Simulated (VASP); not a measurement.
A run of VASP 6.6.1 is set up as follows.

File INCAR:

```
SYSTEM = BaTiO3
ALGO = Normal
EDIFF = 1E-6
ENCUT = 1340
GGA = PS
GGA_COMPAT = .False.
ISIF = 2
ISMEAR = 0
LASPH = .True.
LCHARG = .False.
LREAL = .False.
LWAVE = .False.
NBANDS = 28
NELM = 120
PREC = Accurate
SIGMA = 0.02
```

KPOINTS

```
k-points
0
Gamma
  8 8 8
  0 0 0
```

POSCAR

```
BaTiO3
1.0
    4.0492667190      0.0000000000      0.0000000000
    0.0000000000      3.9501830643      0.0000000000
    0.0000000000      0.0000000000      3.9501830643
Ba Ti O
1 1 3
Direct
    0.5000000000      0.5000000000      0.5000000000
    0.0000000000      0.0000000000      0.0000000000
    0.5000000000      0.0000000000      0.0000000000
    0.0000000000      0.5000000000      0.0000000000
    0.0000000000      0.0000000000      0.5000000000
```

Potentials or basis: VASP PAW PBE potentials, release 64 (Ba_sv, Ti_sv, O_h).

Run with:

```bash
$ cat potpaw_PBE.64/Ba_sv/POTCAR potpaw_PBE.64/Ti_sv/POTCAR potpaw_PBE.64/O_h/POTCAR > POTCAR
$ mpirun -np 1 vasp_std > vasp.out
```

(1) Predict the band gap on the k mesh.

(2) Predict the pressure.

## Answers

(1) 1.68 eV (least direct gap 1.83 eV).

(2) 0.2 GPa.

Caveat: the cell differs from its parent crystal (uniaxial strain along a: +2.0 %, then relaxed in part); the PAW data sets were made with another functional, which shifts forces and pressure a little; spin-orbit coupling is left out, which moves the levels of the heavy elements.
